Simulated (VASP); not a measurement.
# AlN (l.bB): single point with LDA

Crystal: AlN (l.bB).

```
CELL_PARAMETERS angstrom
0.00000 2.17105 2.17105
2.17105 0.00000 2.17105
2.17105 2.17105 0.00000
ATOMIC_POSITIONS crystal
Al 0.00000 0.00000 0.00000
N 0.25000 0.25000 0.25000
```

```
Program             : VASP 6.6.1
Task                : single point
Functional          : LDA
Potentials or basis : VASP PAW LDA potentials, release 64 (Al, N)
Cutoff              : 600 eV
k mesh              : 10 × 10 × 10
Occupations         : gaussian, width 0.02 eV
Spin                : no spin polarisation
```

The pressure is 0.6 GPa and the band gap on the k mesh is 3.23 eV, indirect (least direct gap 4.39 eV).

Levels at points of the mesh, in eV from the valence-band top:
| k point | band 1 | band 2 | band 3 | band 4 | band 5 | band 6 | band 7 | band 8 |
| --- | --- | --- | --- | --- | --- | --- | --- | --- |
| (0.00, 0.00, 0.00) | -14.93 | 0.00 | 0.00 | 0.00 | 4.39 | 12.51 | 12.51 | 12.51 |
| (0.50, 0.00, 0.00) | -12.75 | -5.99 | -0.49 | -0.49 | 7.43 | 9.89 | 11.07 | 11.07 |
| (0.50, 0.50, 0.00) | -12.08 | -5.01 | -1.81 | -1.81 | 3.23 | 8.52 | 13.99 | 15.71 |

Wall time 13 s on 1 thread of AMD EPYC 9R45 (Zen 5), with other jobs on the host, peak memory 0.1 GiB.

A k mesh can miss the band edges.
